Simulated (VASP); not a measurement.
# Zr2C (P-6m2) in VASP: further runs

Zr2C is run at these levels: PBE; tasks: single point.

All numbers are computed with VASP 6.6.1; they aren't measurements. Logs are shortened: lines on timing, memory, paths and dates and some standing lists are left out, and cuts for length are marked.

### Step 1. The cell of the first run

Symmetry: P-6m2, No. 187, hexagonal system. Conventional cell: a = 3.376 Å, b = 3.376 Å, c = 5.232 Å, α = 90.00°, β = 90.00°, γ = 120.00°. Zr (site symmetry 3m) has 3 C at 2.35 Å and 2 Zr at 2.62 Å within 3.1 Å. Within 3.1 Å of C (site symmetry -6m2) lie 6 Zr at 2.35 Å.

### Step 2. Single point, PBE (atoms taken out)

Input file INCAR:

```
SYSTEM = Zr2C
PREC = Accurate ; ENCUT = 520
EDIFF = 1E-7 ; ISMEAR = 0
SIGMA = 0.1 ; LREAL = .FALSE.
LASPH = .TRUE. ; NELM = 80
ALGO = Normal ; ISIF = 2
LWAVE = .FALSE. ; LCHARG = .FALSE.
GGA = PE ; NBANDS = 21
```

Input file KPOINTS:

```
regular mesh
0
G
  6 6 4
  0 0 0
```

Input file POSCAR:

```
Zr2C
1.0
    3.3755395700      0.0000000000      0.0000000000
   -1.6877697800      2.9233030200      0.0000000000
    0.0000000000      0.0000000000      5.2320863300
Zr C
2 1
Direct
    0.0000000000      0.0000000000      0.7500000000
    0.0000000000      0.0000000000      0.2500000000
    0.3333333300      0.6666666700      0.0000000000
```

Potentials or basis: VASP PAW PBE potentials, release 64 (Zr_sv, C).

Run with:

```console
$ cat potpaw_PBE.64/Zr_sv/POTCAR potpaw_PBE.64/C/POTCAR > POTCAR
$ mpirun -np 1 vasp_std > vasp.out
```

OUTCAR:

```text
SYSTEM = Zr2C
   PREC = Accurate
   ENCUT = 520
   EDIFF = 1E-7
   ISMEAR = 0
   LREAL = .FALSE.
   LASPH = .TRUE.
   NELM = 80
   ISIF = 2
   GGA = PE

 ion  position               nearest neighbor table
   1  0.000  0.000  0.750-   3 2.35   3 2.35   3 2.35   2 2.62   2 2.62
   2  0.000  0.000  0.250-   3 2.35   3 2.35   3 2.35   1 2.62   1 2.62
   3  0.333  0.667  0.000-   1 2.35   2 2.35   1 2.35   2 2.35   1 2.35   2 2.35

  LATTYP: Found a hexagonal cell.
 ALAT       =     3.3755395700
 C/A-ratio  =     1.5499999990

  Lattice vectors:

 A1 = (   3.3755395700,   0.0000000000,   0.0000000000)
 A2 = (  -1.6877697800,   2.9233030200,   0.0000000000)
 A3 = (   0.0000000000,   0.0000000000,   5.2320863300)

Analysis of symmetry for initial positions (statically):
=====================================================================
 Subroutine PRICEL returns:
 Original cell was already a primitive cell.

 Routine SETGRP: Setting up the symmetry group for a
 hexagonal supercell.

 Subroutine GETGRP returns: Found 12 space group operations
 (whereof 12 operations were pure point group operations)
 out of a pool of 24 trial point group operations.

The static configuration has the point symmetry D_3h.

Analysis of symmetry for dynamics (positions and initial velocities):
=====================================================================
 Subroutine PRICEL returns:
 Original cell was already a primitive cell.

 Routine SETGRP: Setting up the symmetry group for a
 hexagonal supercell.

 Subroutine GETGRP returns: Found 12 space group operations
 (whereof 12 operations were pure point group operations)
 out of a pool of 24 trial point group operations.

The dynamic configuration has the point symmetry D_3h.

 Subroutine INISYM returns: Found 12 space group operations
 (whereof 12 operations are pure point group operations),
 and found     1 'primitive' translations

----------------------------------------------------------------------------------------

                                     Primitive cell

  volume of cell :      51.6288

  direct lattice vectors                    reciprocal lattice vectors
     3.375539570  0.000000000  0.000000000     0.296248934  0.171039401  0.000000000
    -1.687769780  2.923303020  0.000000000     0.000000000  0.342078804  0.000000000
     0.000000000  0.000000000  5.232086330     0.000000000  0.000000000  0.191128345

  length of vectors
     3.375539570  3.375539568  5.232086330     0.342078804  0.342078804  0.191128345

  position of ions in fractional coordinates (direct lattice)
     0.000000000  0.000000000  0.750000000
     0.000000000  0.000000000  0.250000000
     0.333333330  0.666666670  0.000000000

  ion indices of the primitive-cell ions
   primitive index   ion index
                 1           1
                 2           2
                 3           3

----------------------------------------------------------------------------------------

 KPOINTS: regular mesh

Automatic generation of k-mesh.
 Grid dimensions read from file:
 generate k-points for:    6    6    4

 Generating k-lattice:

  Cartesian coordinates                     Fractional coordinates (reciprocal lattice)
     0.049374822  0.028506567  0.000000000     0.166666667  0.000000000  0.000000000
     0.000000000  0.057013134  0.000000000     0.000000000  0.166666667  0.000000000
     0.000000000  0.000000000  0.047782086     0.000000000  0.000000000  0.250000000

  Length of vectors
     0.057013134  0.057013134  0.047782086

  Shift w.r.t. Gamma in fractional coordinates (k-lattice)
     0.000000000  0.000000000  0.000000000

 Subroutine IBZKPT returns following result:
 ===========================================

 Found     21 irreducible k-points:

 Following reciprocal coordinates:
            Coordinates               Weight
  0.000000  0.000000  0.000000      1.000000
  0.166667 -0.000000  0.000000      6.000000
  0.333333 -0.000000  0.000000      6.000000
  0.500000 -0.000000  0.000000      3.000000
  0.166667  0.166667  0.000000      6.000000
  0.333333  0.166667  0.000000     12.000000
[... 13 lines left out ...]
  0.333333  0.166667  0.500000     12.000000
  0.333333  0.333333  0.500000      2.000000
   k-points           NKPTS =     21   k-points in BZ     NKDIM =     21   number of bands    NBANDS=     21
   number of dos      NEDOS =    301   number of ions     NIONS =      3
   total plane-waves  NPLWV =  31360
   dimension x,y,z NGX =    28 NGY =   28 NGZ =   40
   dimension x,y,z NGXF=    56 NGYF=   56 NGZF=   80
   ions per type =               2   1
   NGX,Y,Z   is equivalent  to a cutoff of  13.79, 13.79, 12.71 a.u.
   NGXF,Y,Z  is equivalent  to a cutoff of  27.58, 27.58, 25.42 a.u.
 SYSTEM =  Zr2C
   PREC   = accura    normal or accurate (medium, high low for compatibility)
   ISTART =      0    job   : 0-new  1-cont  2-samecut
   ICHARG =      2    charge: 1-file 2-atom 10-const
   ISPIN  =      1    spin polarized calculation?
   LNONCOLLINEAR =      F non collinear calculations
   LSORBIT =      F    spin-orbit coupling
   LASPH  =      T    aspherical Exc in radial PAW
   ENCUT  =  520.0 eV  38.22 Ry    6.18 a.u.   6.28  6.28  9.73*2*pi/ulx,y,z
   NELM   =     80;   NELMIN=  2; NELMDL= -5     # of ELM steps
   EDIFF  = 0.1E-06   stopping-criterion for ELM
   LREAL  =      F    real-space projection
   EDIFFG = 0.1E-05   stopping-criterion for IOM
   NSW    =      0    number of steps for IOM
   IBRION =     -1    ionic relax: 0-MD 1-quasi-New 2-CG
   NFREE  =      0    steps in history (QN), initial steepest desc. (CG)
   ISIF   =      2    stress and relaxation
   ISYM   =      2    0-nonsym 1-usesym 2-fastsym
   POTIM  = 0.5000    time-step for ionic-motion
   TEBEG  =    0.0;   TEEND  =   0.0 temperature during run
   PSTRESS=    0.0 pullay stress
   NELECT =      28.0000    total number of electrons
   NUPDOWN=      -1.0000    fix difference up-down
   EMIN   =  10.00;   EMAX   =-10.00  energy-range for DOS
   EFERMI =   0.00;   METHOD = LEGACY
   ISMEAR =     0;   SIGMA  =   0.10  broadening in eV -4-tet -1-fermi 0-gaus
   EFERMI_NEDOS =   21; number of points for ismear=-14 and -15
   IALGO  =     38    algorithm
   IMIX   =      4    mixing-type and parameters
     AMIX     =   0.40;   BMIX     =  1.00
     AMIX_MAG =   1.60;   BMIX_MAG =  1.00
  volume/ion in A,a.u.               =      17.21       116.14
  Fermi-wavevector in a.u.,A,eV,Ry     =   1.335048  2.522875 24.250385  1.782353
  Thomas-Fermi vector in A             =   2.463782
   LORBIT       =      0    0 simple, 1 ext, 2 COOP (PROOUT), +10 PAW based schemes
   GGA     = PE    functional components
   LHFCALC =     F    Hartree Fock is set to
   AEXX    =    0.0000 exact exchange contribution
   IVDW    =     0    specifies the selected vdW correction
   LEPSILON=     F    determine dielectric tensor
   LRPA    =     F    only Hartree local field effects (RPA)
 non-spin polarized calculation
 Gauss-broadening in eV      SIGMA  =   0.10
  energy-cutoff  :      520.00
  volume of cell :       51.63
 maximum number of plane-waves:      1411
 NGX is ok and might be reduce to    28
   NGX = 13   NGY = 13   NGZ = 19

 number of electron      28.0000001 magnetization

 Free energy of the ion-electron system (eV)
  ---------------------------------------------------
  ext. energy  EPLUGINS =         0.00000000
  ---------------------------------------------------
  free energy    TOTEN  =       -26.26484924 eV

  energy without entropy =      -26.25627961  energy(sigma->0) =      -26.26056442

 E-fermi :   9.2330     XC(G=0): -11.2937

 val. band max:        9.2088906496   @ k =   0.1667   0.1667   0.5000
 cond. band min:       9.2366969062   @ k =   0.1667   0.1667   0.0000
 fundamental gap:      0.0278062565
 Fermi energy:         9.2329929054

 k-point     1 :       0.0000    0.0000    0.0000
  band No.  band energies     occupation
      1     -39.8889      2.00000
      2     -39.4680      2.00000
      3     -19.2168      2.00000
      4     -17.6849      2.00000
      5     -17.6849      2.00000
      6     -17.3464      2.00000
[... 13 lines left out ...]
     20      14.0862      0.00000
     21      14.0862      0.00000

 k-point     2 :       0.1667   -0.0000    0.0000
  band No.  band energies     occupation
      1     -39.8750      2.00000
      2     -39.4558      2.00000
      3     -19.1872      2.00000
      4     -17.8304      2.00000
      5     -17.7174      2.00000
      6     -17.4615      2.00000
[... 13 lines left out ...]
     20      13.8126      0.00000
     21      14.4850      0.00000

 k-point     3 :       0.3333   -0.0000    0.0000
  band No.  band energies     occupation
      1     -39.8470      2.00000
      2     -39.4311      2.00000
      3     -19.1265      2.00000
      4     -18.1106      2.00000
      5     -17.7814      2.00000
      6     -17.6848      2.00000
[... 13 lines left out ...]
     20      14.2838      0.00000
     21      14.4720      0.00000

 k-point     4 :       0.5000   -0.0000    0.0000
  band No.  band energies     occupation
      1     -39.8329      2.00000
      2     -39.4188      2.00000
      3     -19.0952      2.00000
      4     -18.2461      2.00000
      5     -17.8131      2.00000
      6     -17.7935      2.00000
[... 13 lines left out ...]
     20      13.8359      0.00000
     21      14.4494      0.00000

 k-point     5 :       0.1667    0.1667    0.0000
  band No.  band energies     occupation
      1     -39.8540      2.00000
      2     -39.4373      2.00000
      3     -19.1419      2.00000
      4     -18.0150      2.00000
      5     -17.7937      2.00000
      6     -17.6084      2.00000
[... 13 lines left out ...]
     20      13.6225      0.00000
     21      14.5208      0.00000

 k-point     6 :       0.3333    0.1667    0.0000
  band No.  band energies     occupation
      1     -39.8329      2.00000
      2     -39.4188      2.00000
      3     -19.0954      2.00000
      4     -18.1762      2.00000
      5     -17.8882      2.00000
      6     -17.7373      2.00000
[... 13 lines left out ...]
     20      14.2128      0.00000
     21      14.7503      0.00000

 k-point     7 :       0.3333    0.3333    0.0000
  band No.  band energies     occupation
      1     -39.8259      2.00000
      2     -39.4126      2.00000
      3     -19.0798      2.00000
      4     -18.1025      2.00000
      5     -18.0506      2.00000
      6     -17.6742      2.00000
[... 13 lines left out ...]
     20      13.7939      0.00000
     21      14.9233      0.00000
[... 219 lines left out ...]
      1     -39.6458      2.00000
      2     -39.6428      2.00000
      3     -17.9701      2.00000
      4     -17.8868      2.00000
      5     -17.8827      2.00000
      6     -17.8716      2.00000
[... 13 lines left out ...]
     20      12.2930      0.00000
     21      14.6007      0.00000

 k-point    18 :       0.5000   -0.0000    0.5000
  band No.  band energies     occupation
      1     -39.6328      2.00000
      2     -39.6294      2.00000
      3     -18.0574      2.00000
      4     -17.9951      2.00000
      5     -17.8957      2.00000
      6     -17.8621      2.00000
[... 13 lines left out ...]
     20      13.1827      0.00000
     21      13.4022      0.00000

 k-point    19 :       0.1667    0.1667    0.5000
  band No.  band energies     occupation
      1     -39.6524      2.00000
      2     -39.6496      2.00000
      3     -17.9583      2.00000
      4     -17.8913      2.00000
      5     -17.8182      2.00000
      6     -17.7935      2.00000
[... 13 lines left out ...]
     20      11.9666      0.00000
     21      15.0945      0.00000

 k-point    20 :       0.3333    0.1667    0.5000
  band No.  band energies     occupation
      1     -39.6328      2.00000
      2     -39.6294      2.00000
      3     -17.9970      2.00000
      4     -17.9339      2.00000
      5     -17.8910      2.00000
      6     -17.8621      2.00000
[... 13 lines left out ...]
     20      13.7933      0.00000
     21      14.0323      0.00000

 k-point    21 :       0.3333    0.3333    0.5000
  band No.  band energies     occupation
      1     -39.6263      2.00000
      2     -39.6226      2.00000
      3     -17.9242      2.00000
      4     -17.8828      2.00000
      5     -17.8701      2.00000
      6     -17.8631      2.00000
[... 13 lines left out ...]
     20      14.5449      0.00000
     21      15.5063      0.00000

------------------------ aborting loop because EDIFF is reached ----------------------------------------

  FORCE on cell =-STRESS in cart. coord.  units (eV):
  Direction    XX          YY          ZZ          XY          YZ          ZX
  --------------------------------------------------------------------------------------
  -------------------------------------------------------------------------------------
  Total       -2.6895407     -2.6895407      7.6440408     -0.0000000      0.0000000     -0.0000000
  in kB      -83.4635326    -83.4635327    237.2147207     -0.0000001      0.0000000     -0.0000000
  external PRESSURE =      23.4292184 kB  Pullay stress =       0.0000000 kB

 VOLUME and BASIS-vectors are now :
 -----------------------------------------------------------------------------
  energy-cutoff  :      520.00
  volume of cell :       51.63
      direct lattice vectors                 reciprocal lattice vectors
     3.375539570  0.000000000  0.000000000     0.296248934  0.171039401  0.000000000
    -1.687769780  2.923303020  0.000000000     0.000000000  0.342078804  0.000000000
     0.000000000  0.000000000  5.232086330     0.000000000  0.000000000  0.191128345

 POSITION                                       TOTAL-FORCE (eV/Angst)
 -----------------------------------------------------------------------------------
      0.00000      0.00000      3.92406        -0.000000      0.000000     -0.190463
      0.00000      0.00000      1.30802        -0.000000      0.000000      0.190463
     -0.00000      1.94887      0.00000         0.000000     -0.000000      0.000000
 -----------------------------------------------------------------------------------
    total drift:                                0.000004     -0.000002     -0.000000

  FREE ENERGIE OF THE ION-ELECTRON SYSTEM (eV)
  ---------------------------------------------------
  free  energy   TOTEN  =       -26.2648492379 eV

  energy  without entropy=      -26.2562796059  energy(sigma->0) =      -26.26056442
```

Wall time 24 s (1 thread of AMD EPYC 7R43 (Zen 3), shared host); peak memory 0.15 GiB.

Results:

| Item | Value |
| --- | --- |
| Free energy | -26.2648 eV |
| Pressure | 2.3 GPa |
| Largest force | 0.190 eV/Å |
| Band gap on the k mesh | zero (bands 14 and 15 overlap by 0.81 eV) |

Forces on the atoms (eV/Å):
```
Zr   0.000  0.000 -0.190
Zr   0.000  0.000  0.190
C    0.000  0.000  0.000
```

Stress tensor (GPa, compression positive):
```
-8.35  0.00  0.00
 0.00 -8.35  0.00
 0.00  0.00 23.72
```

Levels at points of the mesh, in eV from the Fermi level:
| k point | band 10 | band 11 | band 12 | band 13 | band 14 | band 15 | band 16 | band 17 | band 18 | band 19 |
| --- | --- | --- | --- | --- | --- | --- | --- | --- | --- | --- |
| (0.00, 0.00, 0.00) | -4.27 | -3.00 | -3.00 | -2.37 | -2.15 | 0.20 | 0.20 | 1.55 | 1.55 | 4.84 |
| (0.50, 0.00, 0.00) | -5.03 | -3.21 | -3.18 | -2.21 | -1.59 | 0.97 | 1.60 | 2.64 | 4.38 | 4.56 |
| (0.00, 0.00, 0.50) | -5.43 | -2.73 | -2.73 | -0.29 | -0.19 | 0.75 | 0.75 | 1.65 | 1.65 | 2.38 |
| (0.50, 0.00, 0.50) | -4.37 | -3.76 | -2.69 | -1.74 | 0.29 | 0.49 | 1.61 | 1.78 | 3.60 | 3.91 |

Caveat: the cell differs from its parent crystal (atoms taken out).

### Step 3. Single point, PBE, collinear spin (atoms taken out)

Input file INCAR:

```
SYSTEM = Zr2C
PREC = Accurate
ENCUT = 520
EDIFF = 1E-7
ISMEAR = 0
SIGMA = 0.1
LREAL = .FALSE.
LASPH = .TRUE.
NELM = 150
ALGO = Normal
ISIF = 2
LWAVE = .FALSE.
LCHARG = .FALSE.
ISPIN = 2
MAGMOM = 1 1 0
LORBIT = 11
LMAXMIX = 4
GGA = PE
NBANDS = 25
```

Input file KPOINTS:

```
Automatic mesh
0
G
  6 6 4
  0 0 0
```

POSCAR is that of step 2.

Potentials or basis: VASP PAW PBE potentials, release 64 (Zr_sv, C).

Run with:

```console
$ cat potpaw_PBE.64/Zr_sv/POTCAR potpaw_PBE.64/C/POTCAR > POTCAR
$ mpirun -np 1 vasp_std > vasp.out
```

It took 61 s on 1 thread of AMD EPYC 7R43 (Zen 3), shared host; peak memory 0.17 GiB.

Results (log left out):

| Property | Result |
| --- | --- |
| Free energy | -26.2648 eV |
| Pressure | 2.3 GPa |
| Largest force | 0.191 eV/Å |
| Band gap on the k mesh | zero (filled and empty bands overlap) |
| Net moment | 0.00 μB per cell |
| Valence electrons inside the program's atomic spheres | Zr 10.00; C 2.34 |

Forces on the atoms (eV/Å):
```
Zr   0.000  0.000 -0.191
Zr   0.000  0.000  0.191
C    0.000  0.000  0.000
```

Stress tensor (GPa, compression positive):
```
-8.35  0.00  0.00
 0.00 -8.35  0.00
 0.00  0.00 23.72
```

Levels at points of the mesh, in eV from the Fermi level:
Spin up:
| k point | band 12 | band 13 | band 14 | band 15 | band 16 | band 17 |
| --- | --- | --- | --- | --- | --- | --- |
| (0.00, 0.00, 0.00) | -3.00 | -2.37 | -2.15 | 0.20 | 0.20 | 1.55 |
| (0.50, 0.00, 0.00) | -3.18 | -2.21 | -1.59 | 0.97 | 1.60 | 2.64 |
| (0.00, 0.00, 0.50) | -2.73 | -0.29 | -0.19 | 0.75 | 0.75 | 1.65 |
| (0.50, 0.00, 0.50) | -2.69 | -1.74 | 0.29 | 0.49 | 1.61 | 1.78 |
Spin down:
```tsv
k point	band 12	band 13	band 14	band 15	band 16	band 17
(0.00, 0.00, 0.00)	-3.00	-2.37	-2.15	0.20	0.20	1.55
(0.50, 0.00, 0.00)	-3.18	-2.21	-1.59	0.97	1.60	2.64
(0.00, 0.00, 0.50)	-2.73	-0.29	-0.19	0.75	0.75	1.65
(0.50, 0.00, 0.50)	-2.69	-1.74	0.29	0.49	1.61	1.78
```

Caveat: the cell differs from its parent crystal (atoms taken out).
